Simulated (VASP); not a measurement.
A run of VASP 6.6.1:

File INCAR:

```
  ALGO = Normal
  EDIFF = 1E-6
  ENCUT = 600
  GGA = PE
  GGA_COMPAT = False
  ISIF = 2
  ISMEAR = 0
  ISPIN = 2
  LASPH = True
  LCHARG = False
  LMAXMIX = 4
  LORBIT = 11
  LREAL = False
  LWAVE = False
  MAGMOM = 0 1 1 0 0
  NBANDS = 34
  NELM = 200
  PREC = Accurate
  SIGMA = 0.1
```

Contents of KPOINTS:

```
k-points
0
Gamma
  6 6 4
```

The input POSCAR:

```
SiOs2C2
1.0
    4.6018228343      0.0000000000      0.0000000000
   -2.3009114172      3.9852954782      0.0000000000
    0.0000000000      0.0000000000      3.8984812817
Si Os C
1 2 2
Direct
    0.0000000000      0.0000000000      0.4166681112
    0.3333333333      0.6666666667      0.3991218646
    0.6666666667      0.3333333333      0.3991218646
    0.3333333333      0.6666666667      0.9194986348
    0.6666666667      0.3333333333      0.9194986348
```

Potentials or basis: VASP PAW PBE potentials, release 64 (Si, Os_sv_GW, C).

Command:

```console
$ cat potpaw_PBE.64/Si/POTCAR potpaw_PBE.64/Os_sv_GW/POTCAR potpaw_PBE.64/C/POTCAR > POTCAR
$ mpirun -np 1 vasp_std > vasp.out
```

Hardware: 1 thread of Intel(R) Xeon(R) 6975P-C (Granite Rapids), on a shared host.

Question: Estimate the wall time of this run.

Answer: It took 56 s on 1 thread of Intel(R) Xeon(R) 6975P-C (Granite Rapids), with other jobs on the host, peak memory 0.31 GiB. Counts: scf iterations 16, k points 21.
